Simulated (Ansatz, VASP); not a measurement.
## Na in VASP and in Ansatz

File POSCAR:

```
Na
1.0
    3.8523578560      0.0000000000      0.0000000000
   -1.9261789280      3.3362397678      0.0000000000
    0.0000000000      0.0000000000     13.0522293356
Na
4
Direct
    0.0000000000      0.0000000000      0.0000000000
    0.3333333300      0.6666666700      0.2500000000
    0.0000000000      0.0000000000      0.5000000000
    0.6666666700      0.3333333300      0.7500000000
```

Contents of INCAR.step1:

```
PREC     = Accurate       # precision mode
ENCUT    = 520            # plane-wave cutoff, eV
ISMEAR   = 0              # smearing method
SIGMA    = 0.1            # smearing width, eV
LREAL    = F              # projectors in reciprocal space
LASPH    = T              # aspherical terms in the spheres
NELM     = 80             # most SCF steps
NBANDS   = 22             # bands
GGA      = PE             # functional
ALGO     = Normal         # electronic algorithm
EDIFF    = 1E-4           # SCF threshold, eV
LWAVE    = T              # write WAVECAR
LCHARG   = F              # write CHGCAR
```

File INCAR.step2:

```
PREC     = Accurate       # precision mode
ENCUT    = 520            # plane-wave cutoff, eV
EDIFF    = 1E-7           # SCF threshold, eV
ISMEAR   = 0              # smearing method
SIGMA    = 0.1            # smearing width, eV
LREAL    = F              # projectors in reciprocal space
LASPH    = T              # aspherical terms in the spheres
NELM     = 80             # most SCF steps
ALGO     = Normal         # electronic algorithm
ISIF     = 2              # what is computed and relaxed
LWAVE    = F              # write WAVECAR
LCHARG   = F              # write CHGCAR
METAGGA  = R2SCAN         # meta-GGA
LMIXTAU  = T            
NBANDS   = 22             # bands
ISTART   = 1
```

KPOINTS

```
Automatic mesh
0
Gamma
  15 15 4
```

Input for Ansatz:

```yaml
crystal:
  lattice:
    - [3.852357856, 0.0, 0.0]
    - [-1.926178928, 3.3362397678, 0.0]
    - [0.0, 0.0, 13.0522293356]
  atoms:
    - { symbol: Na, position: [0.0, 0.0, 0.0] }
    - { symbol: Na, position: [0.33333333, 0.66666667, 0.25] }
    - { symbol: Na, position: [0.0, 0.0, 0.5] }
    - { symbol: Na, position: [0.66666667, 0.33333333, 0.75] }
basis:
  ecutwfc: 500
kpoints:
  mp_grid: { grid: [15, 15, 4] }
hamiltonian:
  xc: r2scan
scf:
  occupations: { method: gaussian, width: 0.1 }
output:
  forces: true
  stress: true
  eigenvalues: true
```

Alike in both runs: task single point; functional r2SCAN; k mesh 15 × 15 × 4; occupations gaussian, width 0.1 eV; no spin polarisation.

|  | VASP | Ansatz |
| --- | --- | --- |
| version | VASP 6.6.1 | Ansatz 0.2.0 |
| potentials or method | VASP PAW PBE potentials, release 64 (Na_pv), cutoff 520 eV | scalar-relativistic, plane waves, PAW |
| valence electrons in the cell | 28 | 36 |

|  | VASP | Ansatz | Ansatz less VASP |
| --- | --- | --- | --- |
| gap on the k mesh at the Fermi level (eV) | none | none | - |
| pressure (GPa) | -0.6 | -0.7 | -0.05 |
| traceless stress, the component that is largest in VASP (GPa) | -0.30 | -0.25 | +0.054 |

VASP's potentials were made for PBE, not for r2SCAN. A gap of «none» marks a metal or a gap that the smearing closes. The functional is the same, so the differences come from potentials, cutoffs and numerics. VASP's potentials hold 28 valence electrons a cell and Ansatz's 36, so a difference there can come from the potentials and not from the codes.
